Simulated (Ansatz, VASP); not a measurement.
One calculation of Fe, two programs

```xyz
1
Lattice="-1.3911 1.3911 1.3911 1.3911 -1.3911 1.3911 1.3911 1.3911 -1.3911" Properties=species:S:1:pos:R:3 pbc="T T T"
Fe    0.0000    0.0000    0.0000
```

Alike in both runs: task single point; functional RPBE; k mesh 25 × 25 × 25; occupations fermi-dirac, width 0.05 eV; collinear spin.

```csv
,VASP,Ansatz
version,VASP 6.6.1,Ansatz 0.2.0
potentials or method,"VASP PAW PBE potentials, release 64 (Fe), cutoff 520 eV","plane waves (420 eV) with PAW, scalar-relativistic"
valence electrons in the cell,8,16
```

Ansatz gave:

```
pressure (GPa)                                                : 17.9
net moment per atom (μB)                                      : 2.11
size of the moment on the site where the two differ most (μB) : 2.15
```

Q: Estimate VASP's values.

A: Pressure (GPa): 17.5; net moment per atom (μB): 2.12; size of the moment on the site where the two differ most (μB): 2.11.

VASP's potentials were made for PBE, not for RPBE. Site moments also hang on the region over which each program counts them. With one functional, cell and mesh, what is left measures potentials, basis and numerics. VASP's potentials hold 8 valence electrons a cell and Ansatz's 16, so a difference there can come from the potentials and not from the codes.
